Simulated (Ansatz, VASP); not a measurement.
**N in VASP and in Ansatz**

```
N
1.0
    15.00000    0.00000    0.00000
     0.00000   15.50000    0.00000
     0.00000    0.00000   16.00000
N
1
Direct
  0.50000 0.50000 0.50000
```

Alike in both runs: task single point; functional PBE; dispersion D3(BJ); k mesh 1 × 1 × 1; occupations gaussian, width 0.005 eV; collinear spin.

```csv
,VASP,Ansatz
version,VASP 6.6.1,Ansatz 0.2.0
potentials or method,"VASP PAW PBE potentials, release 64 (N), cutoff 520 eV","scalar-relativistic, plane waves, PAW"
valence electrons in the cell,5,5
```

|  | VASP | Ansatz | Ansatz less VASP |
| --- | --- | --- | --- |
| gap on the k mesh at the Fermi level (eV) | 4.17 | 4.17 | 0.000 |
| net moment per atom (μB) | 3.00 | 3.00 | 0.000 |
| size of the moment on the site where the two differ most (μB) | 1.95 | 3.00 | +1.054 |

Site moments also hang on the region over which each program counts them.
